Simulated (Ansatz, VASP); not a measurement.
GePt in VASP and in Ansatz

```
Ge Pt
1.0
     5.82947    0.00000    0.00000
     0.00000    3.74395    0.00000
     0.00000    0.00000    6.18717
Ge Pt
4 4
Direct
  0.18672 0.25000 0.58753
  0.31328 0.75000 0.08753
  0.68672 0.25000 0.91247
  0.81328 0.75000 0.41247
  0.99819 0.25000 0.19292
  0.50181 0.75000 0.69292
  0.49819 0.25000 0.30708
  0.00181 0.75000 0.80708
```

Alike in both runs: functional PBE; k mesh 6 × 10 × 6; occupations methfessel-paxton of order 1, width 0.2 eV; no spin polarisation.

Ansatz relaxed the structure, and its values are those at the end. VASP's run is a single point on that final structure, the one shown.

```csv
,VASP,Ansatz
version,VASP 6.6.1,Ansatz 0.2.0
potentials or method,"VASP PAW PBE potentials, release 64 (Ge_d, Pt), cutoff 520 eV","scalar-relativistic, plane waves, PAW"
valence electrons in the cell,96,128
```

```csv
,VASP,Ansatz,Ansatz less VASP
gap on the k mesh at the Fermi level (eV),none,none,-
pressure (GPa),0.0,0.0,+0.03
```

A gap of «none» marks a metal or a gap that the smearing closes. VASP's potentials hold 96 valence electrons a cell and Ansatz's 128, so a difference there can come from the potentials and not from the codes.

Neither program's run includes spin-orbit coupling.
